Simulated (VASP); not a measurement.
Te, 3 atoms in the cell. Symmetry: C2/m, No. 12, monoclinic system. The conventional cell has a = 7.641 Å, b = 4.296 Å, c = 5.977 Å, α = 90.00°, β = 90.90°, γ = 90.00°. Within 4.0 Å of Te (site symmetry m) lie 6 Te at 3.03 to 3.47 Å. Within 4.1 Å of Te (site symmetry 2/m) lie 6 Te at 3.09 to 3.31 Å. 

| Property | Result |
| --- | --- |
| Program | VASP 6.6.1 |
| Task | single point |
| Functional | r2SCAN |
| Dispersion | rVV10 |
| Potentials or basis | VASP PAW PBE potentials, release 64 (Te) |
| Cutoff | 550 eV |
| k mesh | 6 × 6 × 4 |
| Occupations | gaussian, width 0.1 eV |
| Spin | no spin polarisation |
| Dipole correction | no |
| Further INCAR settings | ALGO = Normal; EDIFF = 1e-06; NBANDS = 16 |

Potentials or basis: VASP PAW PBE potentials, release 64 (Te).

Command:

```console
$ cat potpaw_PBE.64/Te/POTCAR > POTCAR
$ cp INCAR.step1 INCAR
$ mpirun -np 1 vasp_std > vasp.out
$ cp INCAR.step2 INCAR
$ mpirun -np 1 vasp_std > vasp.out
```

Hardware: 1 thread of Intel(R) Xeon(R) Platinum 8375C CPU @ 2.90GHz (Ice Lake) (shared host).

Estimate the wall time of this run.

It took 4.9 min on 1 thread of Intel(R) Xeon(R) Platinum 8375C CPU @ 2.90GHz (Ice Lake) (shared host), peak memory 0.51 GiB. Counts: k points 47.
